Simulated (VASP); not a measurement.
# TiH (F-43m) in VASP: a series of runs, part 2 of 2

VASP 6.6.1. The steps go on from the part before.

### 4 Relaxation of cell and atoms, r2SCAN

This run uses another cell than the first one, of 10.50 Å³/atom, 1.036 times its volume.

Input file POSCAR:

```
TiH
1.0
    0.0000000000      2.1895236351      2.1895236351
    2.1895236351      0.0000000000      2.1895236351
    2.1895236351      2.1895236351      0.0000000000
Ti H
1 1
Direct
    0.0000000000      0.0000000000      0.0000000000
    0.7500000000      0.7500000000      0.7500000000
```

Input file INCAR.step1:

```
  ALGO = Normal
  EDIFF = 1E-4
  ENCUT = 600
  GGA = PE
  ISMEAR = 0
  LASPH = T
  LCHARG = F
  LREAL = F
  LWAVE = T
  NELM = 60
  PREC = Accurate
  SIGMA = 0.1
```

Input file INCAR.step2:

```
  ALGO = Normal
  EDIFF = 1E-6
  EDIFFG = -0.04
  ENCUT = 600
  IBRION = 2
  ISIF = 3
  ISMEAR = 0
  ISTART = 1
  LASPH = T
  LCHARG = F
  LMIXTAU = T
  LREAL = F
  LWAVE = F
  METAGGA = R2SCAN
  NELM = 60
  NSW = 90
  PREC = Accurate
  SIGMA = 0.1
```

Input file KPOINTS:

```
k-points
0
Gamma
  6 6 6
```

Potentials or basis: VASP PAW PBE potentials, release 64 (Ti_sv, H).

Launch:

```bash
cat potpaw_PBE.64/Ti_sv/POTCAR potpaw_PBE.64/H/POTCAR > POTCAR
cp INCAR.step1 INCAR
mpirun -np 1 vasp_std > vasp.out
cp INCAR.step2 INCAR
mpirun -np 1 vasp_std > vasp.out
```

OUTCAR:

```text
EDIFF = 1E-6
   EDIFFG = -0.04
   ENCUT = 600
   IBRION = 2
   ISIF = 3
   ISMEAR = 0
   ISTART = 1
   LASPH = T
   LREAL = F
   METAGGA = R2SCAN
   NELM = 60
   NSW = 90
   PREC = Accurate

 ion  position               nearest neighbor table
   1  0.000  0.000  0.000-   2 1.90   2 1.90   2 1.90   2 1.90
   2  0.750  0.750  0.750-   1 1.90   1 1.90   1 1.90   1 1.90

  LATTYP: Found a face centered cubic cell.
 ALAT       =     4.3790472702

  Lattice vectors:

 A1 = (   0.0000000000,   2.1895236351,   2.1895236351)
 A2 = (   2.1895236351,   0.0000000000,   2.1895236351)
 A3 = (   2.1895236351,   2.1895236351,   0.0000000000)

Analysis of symmetry for initial positions (statically):
=====================================================================
 Subroutine PRICEL returns:
 Original cell was already a primitive cell.

 Routine SETGRP: Setting up the symmetry group for a
 face centered cubic supercell.

 Subroutine GETGRP returns: Found 24 space group operations
 (whereof 24 operations were pure point group operations)
 out of a pool of 48 trial point group operations.

The static configuration has the point symmetry T_d .

Analysis of symmetry for dynamics (positions and initial velocities):
=====================================================================
 Subroutine PRICEL returns:
 Original cell was already a primitive cell.

 Routine SETGRP: Setting up the symmetry group for a
 face centered cubic supercell.

 Subroutine GETGRP returns: Found 24 space group operations
 (whereof 24 operations were pure point group operations)
 out of a pool of 48 trial point group operations.

The dynamic configuration has the point symmetry T_d .

 Subroutine INISYM returns: Found 24 space group operations
 (whereof 24 operations are pure point group operations),
 and found     1 'primitive' translations

----------------------------------------------------------------------------------------
[... 96 lines left out ...]
   NUPDOWN=      -1.0000    fix difference up-down
   EMIN   =  10.00;   EMAX   =-10.00  energy-range for DOS
   EFERMI =   0.00;   METHOD = LEGACY
   ISMEAR =     0;   SIGMA  =   0.10  broadening in eV -4-tet -1-fermi 0-gaus
   EFERMI_NEDOS =   21; number of points for ismear=-14 and -15
   IALGO  =     38    algorithm
   IMIX   =      4    mixing-type and parameters
     AMIX     =   0.40;   BMIX     =  1.00
     AMIX_MAG =   1.60;   BMIX_MAG =  1.00
  volume/ion in A,a.u.               =      10.50        70.83
  Fermi-wavevector in a.u.,A,eV,Ry     =   1.395392  2.636909 26.492170  1.947120
  Thomas-Fermi vector in A             =   2.518849
   LORBIT       =      0    0 simple, 1 ext, 2 COOP (PROOUT), +10 PAW based schemes
   METAGGA = R2SCAN    functional components
   LHFCALC =     F    Hartree Fock is set to
   AEXX    =    0.0000 exact exchange contribution
   IVDW    =     0    specifies the selected vdW correction
   LEPSILON=     F    determine dielectric tensor
   LRPA    =     F    only Hartree local field effects (RPA)
 conjugate gradient relaxation of ions
 non-spin polarized calculation
 Gauss-broadening in eV      SIGMA  =   0.10
  energy-cutoff  :      600.00
  volume of cell :       20.99
 maximum number of plane-waves:       725
 NGX is ok and might be reduce to    28
   NGX = 13   NGY = 13   NGZ = 13

--------------------------------------- Ionic step        1  -------------------------------------------

 number of electron      13.0000000 magnetization

 Free energy of the ion-electron system (eV)
  ---------------------------------------------------
  ext. energy  EPLUGINS =         0.00000000
  ---------------------------------------------------
  free energy    TOTEN  =       -17.09700932 eV

  energy without entropy =      -17.08599285  energy(sigma->0) =      -17.09150108

------------------------ aborting loop because EDIFF is reached ----------------------------------------

  FORCE on cell =-STRESS in cart. coord.  units (eV):
  Direction    XX          YY          ZZ          XY          YZ          ZX
  --------------------------------------------------------------------------------------
  -------------------------------------------------------------------------------------
  Total       -0.5572158     -0.5572158     -0.5572158      0.0000000      0.0000000      0.0000000
  in kB      -42.5260584    -42.5260584    -42.5260584      0.0000000      0.0000000      0.0000000
  external PRESSURE =     -42.5260584 kB  Pullay stress =       0.0000000 kB
[... 59 lines left out ...]
--------------------------------------- Ionic step        3  -------------------------------------------

 number of electron      13.0000001 magnetization

 Free energy of the ion-electron system (eV)
  ---------------------------------------------------
  ext. energy  EPLUGINS =         0.00000000
  ---------------------------------------------------
  free energy    TOTEN  =       -17.10675216 eV

  energy without entropy =      -17.09565148  energy(sigma->0) =      -17.10120182

 E-fermi :   7.2989     XC(G=0): -12.2045

 val. band max:        7.1517863576   @ k =   0.5000   0.3333   0.0000
 cond. band min:       7.3210170059   @ k =   0.5000   0.1667   0.0000
 fundamental gap:      0.1692306483
 Fermi energy:         7.2989437811

 k-point     1 :       0.0000    0.0000    0.0000
  band No.  band energies     occupation
      1     -52.0047      2.00000
      2     -26.9579      2.00000
      3     -26.9578      2.00000
      4     -26.9578      2.00000
      5      -1.9011      2.00000
      6       7.8194      0.00000
      7       7.8194      0.00000
      8       7.8194      0.00000
      9       9.5977      0.00000
     10       9.5977      0.00000
[... 222 lines left out ...]
  FREE ENERGIE OF THE ION-ELECTRON SYSTEM (eV)
  ---------------------------------------------------
  free  energy   TOTEN  =       -17.1067521553 eV

  energy  without entropy=      -17.0956514843  energy(sigma->0) =      -17.10120182

 reached required accuracy - stopping structural energy minimisation
```

OUTCAR.step1:

```text
EDIFF = 1E-4
   ENCUT = 600
   GGA = PE
   ISMEAR = 0
   LASPH = T
[... 418 lines left out ...]
 -----------------------------------------------------------------------------------
      0.00000      0.00000      0.00000        -0.000000     -0.000000     -0.000000
      3.28429      3.28429      3.28429         0.000000      0.000000      0.000000
 -----------------------------------------------------------------------------------
    total drift:                                0.000000      0.000000      0.000000

  FREE ENERGIE OF THE ION-ELECTRON SYSTEM (eV)
  ---------------------------------------------------
  free  energy   TOTEN  =       -11.8106251557 eV

  energy  without entropy=      -11.7944863309  energy(sigma->0) =      -11.80255574
```

OSZICAR.step1:

```text
N       E                     dE             d eps       ncg     rms          rms(c)
DAV:   1     0.805955964033E+02    0.80596E+02   -0.75012E+03   320   0.159E+03
DAV:   2    -0.860731092044E+01   -0.89203E+02   -0.87581E+02   328   0.342E+02
DAV:   3    -0.137493962390E+02   -0.51421E+01   -0.50840E+01   452   0.835E+01
DAV:   4    -0.139206108746E+02   -0.17121E+00   -0.17097E+00   386   0.140E+01
DAV:   5    -0.139276382151E+02   -0.70273E-02   -0.70252E-02   484   0.221E+00    0.108E+01
DAV:   6    -0.118826475999E+02    0.20450E+01   -0.77396E+00   352   0.374E+01    0.230E+00
DAV:   7    -0.118153156020E+02    0.67332E-01   -0.35640E-01   376   0.532E+00    0.117E+00
DAV:   8    -0.118092697939E+02    0.60458E-02   -0.67178E-02   344   0.330E+00    0.337E-01
DAV:   9    -0.118108161715E+02   -0.15464E-02   -0.70776E-03   376   0.917E-01    0.101E-01
DAV:  10    -0.118106385454E+02    0.17763E-03   -0.11198E-03   342   0.297E-01    0.325E-02
DAV:  11    -0.118106251557E+02    0.13390E-04   -0.53900E-05   160   0.102E-01
   1 F= -.11810625E+02 E0= -.11802556E+02  d E =-.161388E-01
```

Wall time 48 s (1 thread of Intel Xeon 6975P-C (Granite Rapids), shared host); peak memory 0.17 GiB.

What came out:

| Quantity | Value |
| --- | --- |
| Free energy | -17.1068 eV |
| Relaxed volume | 10.14 Å³/atom |
| Relaxed cell | a = 3.061 Å, b = 3.061 Å, c = 3.061 Å, α = 60.00°, β = 60.00°, γ = 60.00° |
| Space group after relaxing (to 0.05 Å) | F-43m (No. 216) |
| Energy gained by relaxing | 4.9 meV/atom |
| Ionic steps | 3 |
| Pressure after relaxing | 0.1 GPa |

Step by step:
| step | energy change (eV) | largest force (eV/Å) | pressure (GPa) | volume (Å³) |
| --- | --- | --- | --- | --- |
| 1 | 0.0000 | 0.0000 | -4.25 | 20.99 |
| 2 | -0.0094 | 0.0000 | 0.86 | 20.16 |
| 3 | -0.0097 | 0.0000 | 0.09 | 20.28 |

Final structure:
```xyz
2
Lattice="0.0000 2.1646 2.1646 2.1646 0.0000 2.1646 2.1646 2.1646 0.0000" Properties=species:S:1:pos:R:3 pbc="T T T"
Ti    0.0000    0.0000    0.0000
H     3.2469    3.2469    3.2469
```

Caveat: the k points lie up to 0.42 Å⁻¹ apart in the final cell; the PAW data sets were made with another functional, which shifts forces and pressure a little.

### 5 Single point, r2SCAN

This run uses another cell than the first one, of 10.09 Å³/atom, 0.996 times its volume.

Input file POSCAR:

```
TiH
1.0
    0.0000000000      2.1610109507      2.1610109507
    2.1610109507      0.0000000000      2.1610109507
    2.1610109507      2.1610109507      0.0000000000
Ti H
1 1
Direct
    0.0000000000      0.0000000000      0.0000000000
    0.2500000000      0.2500000000      0.2500000000
```

Input file INCAR.step1:

```
SYSTEM = TiH
ALGO = Normal
EDIFF = 1E-4
ENCUT = 520
GGA = PE
ISMEAR = 0
LASPH = .True.
LCHARG = .False.
LREAL = .False.
LWAVE = .True.
NBANDS = 14
NELM = 60
PREC = Accurate
SIGMA = 0.1
```

Input file INCAR.step2:

```
SYSTEM = TiH
ALGO = Normal
EDIFF = 1E-6
ENCUT = 520
ISIF = 2
ISMEAR = 0
ISTART = 1
LASPH = .True.
LCHARG = .False.
LMIXTAU = .True.
LREAL = .False.
LWAVE = .False.
METAGGA = R2SCAN
NBANDS = 14
NELM = 60
PREC = Accurate
SIGMA = 0.1
```

Input file KPOINTS:

```
k-points
0
Gamma
  22 22 22
  0 0 0
```

Launch:

```bash
cat potpaw_PBE.64/Ti_sv/POTCAR potpaw_PBE.64/H/POTCAR > POTCAR
cp INCAR.step1 INCAR
mpirun -np 1 vasp_std > vasp.out
cp INCAR.step2 INCAR
mpirun -np 1 vasp_std > vasp.out
```

Run time: 1.7 min. Hardware: 1 thread of Intel Xeon 6975P-C (Granite Rapids), shared host; peak memory 0.22 GiB.

Results (log left out):

| Property | Result |
| --- | --- |
| Free energy | -17.1169 eV |
| Pressure | 0.4 GPa |

Levels at points of the mesh, in eV from the Fermi level:
```
           k point  band 4  band 5  band 6  band 7  band 8  band 9
(0.00, 0.00, 0.00)  -34.25   -9.22    0.52    0.52    0.52    2.31
(0.50, 0.00, 0.00)  -34.31   -6.58   -1.07    0.59    0.59    3.12
(0.50, 0.50, 0.00)  -34.41   -5.78   -2.51    0.14    3.23    3.25
```

Caveat: the PAW data sets were made with another functional, which shifts forces and pressure a little.

### 6 Summary

```tsv
task	cell	k mesh	cutoff (eV)	gap on the mesh (eV)	pressure (GPa)
single point	a = 3.060 Å, angles 60.0°, 2 atoms	6 × 6 × 6	520	none	0.1
single point	a = 3.096 Å, angles 60.0°, 2 atoms	8 × 8 × 8	520	none	-4.7
relaxation of cell and atoms	relaxed from a = 3.096 Å, angles 60.0°, 2 atoms	6 × 6 × 6	600	none	0.1
single point	a = 3.056 Å, angles 60.0°, 2 atoms	22 × 22 × 22	520	none	0.4
```

Alike in all rows: level r2SCAN; potentials or basis VASP PAW PBE potentials, release 64 (Ti_sv, H); no spin polarisation; smearing gaussian 0.1 eV.

Caveats: some runs use coarse meshes; the PAW data sets were made with another functional, which shifts forces and pressure a little.

Total energies depend on the potentials used, so only differences within one code and one set of settings carry meaning.
